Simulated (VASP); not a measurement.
# Ca3SbP (Pm-3m) in VASP: notebook

The runs below take Ca3SbP through single point, with LDA.

All numbers are computed with VASP 6.6.1; they aren't measurements. Logs are shortened: lines on timing, memory, paths and dates and some standing lists are left out, and cuts for length are marked.

## Step 1: The cell of the first run

The structure is cubic, space group Pm-3m (No. 221). The conventional cell has a = 5.120 Å, b = 5.120 Å, c = 5.120 Å, α = 90.00°, β = 90.00°, γ = 90.00°. Within 3.4 Å of Ca (site symmetry 4/mmm) lie 2 P at 2.56 Å. Within 4.8 Å of Sb (site symmetry m-3m) lie 12 Ca at 3.62 Å and 8 P at 4.43 Å. Within 3.4 Å of P (site symmetry m-3m) lie 6 Ca at 2.56 Å.

## Step 2: Single point, LDA

INCAR reads:

```
SYSTEM = Ca3SbP
  PREC = Accurate
  ENCUT = 520
  EDIFF = 1E-7
  ISMEAR = 0
  SIGMA = 0.05
  LREAL = .False.
  LASPH = .True.
  NELM = 80
  ALGO = Normal
  ISIF = 2
  LWAVE = .False.
  LCHARG = .False.
  NBANDS = 28
```

KPOINTS reads:

```
Automatic mesh
0
Gamma
  6 6 6
  0 0 0
```

POSCAR reads:

```
Ca3SbP
1.0
    5.1203274853      0.0000000000      0.0000000000
    0.0000000000      5.1203274853      0.0000000000
    0.0000000000      0.0000000000      5.1203274853
Ca Sb P
3 1 1
Direct
    0.0000000000      0.5000000000      0.5000000000
    0.5000000000      0.0000000000      0.5000000000
    0.5000000000      0.5000000000      0.0000000000
    0.0000000000      0.0000000000      0.0000000000
    0.5000000000      0.5000000000      0.5000000000
```

Potentials or basis: VASP PAW LDA potentials, release 64 (Ca_sv, Sb, P).

The run is started by

```sh
cat potpaw_LDA.64/Ca_sv/POTCAR potpaw_LDA.64/Sb/POTCAR potpaw_LDA.64/P/POTCAR > POTCAR
mpirun -np 1 vasp_std > vasp.out
```

OUTCAR:

```text
SYSTEM = Ca3SbP
   PREC = Accurate
   ENCUT = 520
   EDIFF = 1E-7
   ISMEAR = 0
   LREAL = .False.
   LASPH = .True.
   NELM = 80
   ISIF = 2

 ion  position               nearest neighbor table
   1  0.000  0.500  0.500-   5 2.56   5 2.56
   2  0.500  0.000  0.500-   5 2.56   5 2.56
   3  0.500  0.500  0.000-   5 2.56   5 2.56
   4  0.000  0.000  0.000-
   5  0.500  0.500  0.500-   1 2.56   2 2.56   3 2.56   3 2.56   2 2.56   1 2.56

  LATTYP: Found a simple cubic cell.
 ALAT       =     5.1203274853

  Lattice vectors:

 A1 = (   5.1203274853,   0.0000000000,   0.0000000000)
 A2 = (   0.0000000000,   5.1203274853,   0.0000000000)
 A3 = (   0.0000000000,   0.0000000000,   5.1203274853)

Analysis of symmetry for initial positions (statically):
=====================================================================
 Subroutine PRICEL returns:
 Original cell was already a primitive cell.

 Routine SETGRP: Setting up the symmetry group for a
 simple cubic supercell.

 Subroutine GETGRP returns: Found 48 space group operations
 (whereof 48 operations were pure point group operations)
 out of a pool of 48 trial point group operations.

The static configuration has the point symmetry O_h .

Analysis of symmetry for dynamics (positions and initial velocities):
=====================================================================
 Subroutine PRICEL returns:
 Original cell was already a primitive cell.

 Routine SETGRP: Setting up the symmetry group for a
 simple cubic supercell.

 Subroutine GETGRP returns: Found 48 space group operations
 (whereof 48 operations were pure point group operations)
 out of a pool of 48 trial point group operations.

The dynamic configuration has the point symmetry O_h .

 Subroutine INISYM returns: Found 48 space group operations
 (whereof 48 operations are pure point group operations),
 and found     1 'primitive' translations

----------------------------------------------------------------------------------------

                                     Primitive cell

  volume of cell :     134.2435

  direct lattice vectors                    reciprocal lattice vectors
     5.120327485  0.000000000  0.000000000     0.195300008  0.000000000  0.000000000
     0.000000000  5.120327485  0.000000000     0.000000000  0.195300008  0.000000000
     0.000000000  0.000000000  5.120327485     0.000000000  0.000000000  0.195300008

  length of vectors
[... 84 lines left out ...]
   LREAL  =      F    real-space projection
   EDIFFG = 0.1E-05   stopping-criterion for IOM
   NSW    =      0    number of steps for IOM
   IBRION =     -1    ionic relax: 0-MD 1-quasi-New 2-CG
   NFREE  =      0    steps in history (QN), initial steepest desc. (CG)
   ISIF   =      2    stress and relaxation
   ISYM   =      2    0-nonsym 1-usesym 2-fastsym
   POTIM  = 0.5000    time-step for ionic-motion
   TEBEG  =    0.0;   TEEND  =   0.0 temperature during run
   PSTRESS=    0.0 pullay stress
   NELECT =      40.0000    total number of electrons
   NUPDOWN=      -1.0000    fix difference up-down
   EMIN   =  10.00;   EMAX   =-10.00  energy-range for DOS
   EFERMI =   0.00;   METHOD = LEGACY
   ISMEAR =     0;   SIGMA  =   0.05  broadening in eV -4-tet -1-fermi 0-gaus
   EFERMI_NEDOS =   21; number of points for ismear=-14 and -15
   IALGO  =     38    algorithm
   IMIX   =      4    mixing-type and parameters
     AMIX     =   0.40;   BMIX     =  1.00
     AMIX_MAG =   1.60;   BMIX_MAG =  1.00
  volume/ion in A,a.u.               =      26.85       181.18
  Fermi-wavevector in a.u.,A,eV,Ry     =   1.093445  2.066312 16.267435  1.195623
  Thomas-Fermi vector in A             =   2.229731
   LORBIT       =      0    0 simple, 1 ext, 2 COOP (PROOUT), +10 PAW based schemes
   GGA     = CA    functional components
   LHFCALC =     F    Hartree Fock is set to
   AEXX    =    0.0000 exact exchange contribution
   IVDW    =     0    specifies the selected vdW correction
   LEPSILON=     F    determine dielectric tensor
   LRPA    =     F    only Hartree local field effects (RPA)
 non-spin polarized calculation
 Gauss-broadening in eV      SIGMA  =   0.05
  energy-cutoff  :      520.00
  volume of cell :      134.24
 maximum number of plane-waves:      3695
 NGX is ok and might be reduce to    40
   NGX = 19   NGY = 19   NGZ = 19

 number of electron      40.0000004 magnetization

 Free energy of the ion-electron system (eV)
  ---------------------------------------------------
  ext. energy  EPLUGINS =         0.00000000
  ---------------------------------------------------
  free energy    TOTEN  =       -22.47751010 eV

  energy without entropy =      -22.47751009  energy(sigma->0) =      -22.47751009

 E-fermi :   4.5006     XC(G=0):  -9.4184

 val. band max:        4.3258099403   @ k =   0.0000   0.0000   0.0000
 cond. band min:       4.6725341710   @ k =   0.0000   0.0000   0.0000
 fundamental gap:      0.3467242307
 Fermi energy:         4.5005777769

 k-point     1 :       0.0000    0.0000    0.0000
  band No.  band energies     occupation
      1     -36.0518      2.00000
      2     -36.0034      2.00000
      3     -36.0034      2.00000
      4     -17.5522      2.00000
      5     -17.5522      2.00000
      6     -17.5522      2.00000
[... 609 lines left out ...]
     27       7.2384      0.00000
     28       8.4365      0.00000

------------------------ aborting loop because EDIFF is reached ----------------------------------------

  FORCE on cell =-STRESS in cart. coord.  units (eV):
  Direction    XX          YY          ZZ          XY          YZ          ZX
  --------------------------------------------------------------------------------------
  -------------------------------------------------------------------------------------
  Total        3.4901546      3.4901546      3.4901546      0.0000000      0.0000000      0.0000000
  in kB       41.6545102     41.6545102     41.6545102      0.0000000      0.0000000      0.0000000
  external PRESSURE =      41.6545102 kB  Pullay stress =       0.0000000 kB

 VOLUME and BASIS-vectors are now :
 -----------------------------------------------------------------------------
  energy-cutoff  :      520.00
  volume of cell :      134.24
      direct lattice vectors                 reciprocal lattice vectors
     5.120327485  0.000000000  0.000000000     0.195300008  0.000000000  0.000000000
     0.000000000  5.120327485  0.000000000     0.000000000  0.195300008  0.000000000
     0.000000000  0.000000000  5.120327485     0.000000000  0.000000000  0.195300008

 POSITION                                       TOTAL-FORCE (eV/Angst)
 -----------------------------------------------------------------------------------
      0.00000      2.56016      2.56016         0.000000      0.000000      0.000000
      2.56016      0.00000      2.56016         0.000000      0.000000      0.000000
      2.56016      2.56016      0.00000         0.000000      0.000000      0.000000
      0.00000      0.00000      0.00000         0.000000      0.000000      0.000000
      2.56016      2.56016      2.56016         0.000000      0.000000      0.000000
 -----------------------------------------------------------------------------------
    total drift:                                0.000000     -0.000000     -0.000000

  FREE ENERGIE OF THE ION-ELECTRON SYSTEM (eV)
  ---------------------------------------------------
  free  energy   TOTEN  =       -22.4775100967 eV

  energy  without entropy=      -22.4775100929  energy(sigma->0) =      -22.47751009
```

Run time: 52 s. Hardware: 1 thread of AMD EPYC 9R14 (Zen 4), shared host; peak memory 0.21 GiB.

Results:

- Free energy: -22.4775 eV
- Pressure: 4.2 GPa
- Band gap on the k mesh: 0.35 eV, direct

Levels at points of the mesh, in eV from the valence-band top:
```csv
k point,band 18,band 19,band 20,band 21,band 22,band 23
"(0.00, 0.00, 0.00)",0.00,0.00,0.00,0.35,0.35,0.63
"(0.50, 0.00, 0.00)",-1.75,-1.32,-1.32,0.97,1.32,1.82
"(0.50, 0.50, 0.00)",-1.63,-1.63,-1.31,1.59,1.59,1.86
"(0.50, 0.50, 0.50)",-2.00,-2.00,-2.00,1.88,1.88,1.88
```

Caveat: spin-orbit coupling is left out, which moves the levels of the heavy elements.

## Step 3: Single point, LDA

This run uses another cell than the first one, of 27.54 Å³/atom, 1.026 times its volume.

INCAR reads:

```
PREC     = Accurate       # precision mode
ENCUT    = 520            # plane-wave cutoff, eV
EDIFF    = 1E-6           # SCF threshold, eV
ISMEAR   = 0              # smearing method
SIGMA    = 0.05           # smearing width, eV
LREAL    = F              # projectors in reciprocal space
LASPH    = T              # aspherical terms in the spheres
NELM     = 60             # most SCF steps
ALGO     = Normal         # electronic algorithm
ISIF     = 2              # what is computed and relaxed
LWAVE    = F              # write WAVECAR
LCHARG   = T              # write CHGCAR
GGA      = CA             # functional
LELF     = T              # ELF
LVHAR    = T            
NBANDS   = 28             # bands
```

KPOINTS reads:

```
regular mesh
0
Gamma
  6 6 6
```

POSCAR: that of step 2 with these lines changed.

```diff
@@ -2,5 +2,5 @@
 1.0
-    5.1203274853      0.0000000000      0.0000000000
-    0.0000000000      5.1203274853      0.0000000000
-    0.0000000000      0.0000000000      5.1203274853
+    5.1639159141      0.0000000000      0.0000000000
+    0.0000000000      5.1639159141      0.0000000000
+    0.0000000000      0.0000000000      5.1639159141
 Ca Sb P
```

Potentials or basis: VASP PAW LDA potentials, release 64 (Ca_sv, Sb, P).

The run is started by

```sh
cat potpaw_LDA.64/Ca_sv/POTCAR potpaw_LDA.64/Sb/POTCAR potpaw_LDA.64/P/POTCAR > POTCAR
mpirun -np 1 vasp_std > vasp.out
```

Wall time 49 s (1 thread of AMD EPYC 9R14 (Zen 4), shared host); peak memory 0.21 GiB.

It converged, with:

* Free energy: -22.5521 eV
* Pressure: 2.7 GPa
* Band gap on the k mesh: 0.40 eV, direct

Levels at points of the mesh, in eV from the valence-band top:
| k point | band 16 | band 17 | band 18 | band 19 | band 20 | band 21 | band 22 | band 23 | band 24 | band 25 |
| --- | --- | --- | --- | --- | --- | --- | --- | --- | --- | --- |
| (0.00, 0.00, 0.00) | -1.88 | -1.88 | 0.00 | 0.00 | 0.00 | 0.40 | 0.40 | 0.70 | 0.70 | 0.70 |
| (0.50, 0.00, 0.00) | -2.75 | -1.74 | -1.74 | -1.26 | -1.26 | 1.02 | 1.35 | 1.78 | 2.57 | 2.65 |
| (0.50, 0.50, 0.00) | -3.72 | -1.99 | -1.56 | -1.56 | -1.24 | 1.61 | 1.61 | 1.84 | 2.29 | 2.64 |
| (0.50, 0.50, 0.50) | -3.50 | -3.50 | -1.93 | -1.93 | -1.93 | 1.88 | 1.88 | 1.88 | 2.84 | 2.84 |

Caveat: spin-orbit coupling is left out, which moves the levels of the heavy elements. A k mesh can miss the band edges.
